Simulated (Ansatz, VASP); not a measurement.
# One calculation of LiH, two programs

Contents of INCAR:

```
SYSTEM = LiH
PREC = Accurate ; ENCUT = 520
EDIFF = 1E-6 ; ISMEAR = 0
SIGMA = 0.01 ; LREAL = .FALSE.
LASPH = .TRUE. ; NELM = 60
ALGO = Normal ; ISIF = 2
LWAVE = .FALSE. ; LCHARG = .FALSE.
GGA = PS ; IBRION = 2
NSW = 50 ; EDIFFG = -0.002
```

File KPOINTS:

```
Automatic mesh
0
G
  10 10 10
  0 0 0
```

POSCAR

```
LiH
1.0
   -0.0099518428      1.9853926383      1.9853926383
    1.9853926383     -0.0099518428      1.9853926383
    1.9853926383      1.9853926383     -0.0099518428
Li H
1 1
Direct
    0.0000000000      0.0000000000      0.0000000000
    0.5000000000      0.5000000000      0.5000000000
```

Input for Ansatz:

```yaml
crystal:
  lattice:
    - [-0.0099518428, 1.98539263834, 1.98539263834]
    - [1.98539263834, -0.0099518428, 1.98539263834]
    - [1.98539263834, 1.98539263834, -0.0099518428]
  atoms:
    - { symbol: Li, position: [0.0, 0.0, 0.0] }
    - { symbol: H, position: [0.5, 0.5, 0.5] }
kpoints:
  mp_grid: { grid: [10, 10, 10] }
scf:
  occupations: { method: fixed }
  convergence: { dr2_threshold: 1.0e-10 }
hamiltonian:
  xc: pbesol
  pseudopotentials: { kind: all_electron, lapw: { basis_error: 0.0005 } }
output:
  forces: true
  stress: true
  eigenstates:
    kpoints:
      - [0.0, 0.0, 0.0]
      - [0.0, -0.5, -0.5]
      - [-0.5, 0.0, -0.5]
      - [-0.5, -0.5, 0.0]
      - [-0.5, 0.0, 0.0]
      - [0.0, -0.5, 0.0]
      - [0.0, 0.0, -0.5]
      - [-0.5, -0.5, -0.5]
relax:
  f_tol: 0.002
  max_steps: 30
```

Change from the starting cell: equal xy, yz and zx engineering shears of -0.5 %.

Alike in both runs: task relaxation of the atoms; functional PBEsol; k mesh 10 × 10 × 10; no spin polarisation.

|  | VASP | Ansatz |
| --- | --- | --- |
| version | VASP 6.6.1 | Ansatz 0.2.0 |
| potentials or method | VASP PAW PBE potentials, release 64 (Li_sv, H), cutoff 520 eV | all-electron LAPW, scalar-relativistic |
| occupations | gaussian, width 0.01 eV | fixed |

|  | VASP | Ansatz | Ansatz less VASP |
| --- | --- | --- | --- |
| gap on the k mesh at the Fermi level, each at its own relaxed structure (eV) | 2.73 | 2.73 | +0.003 |

VASP's potentials were made for PBE, not for PBEsol. Ansatz ran all-electron here, and VASP with PAW potentials.

Noted on VASP's run: the cutoff is short for stress, so the pressure is rough; the relaxation stopped at its first step, so nothing moved.
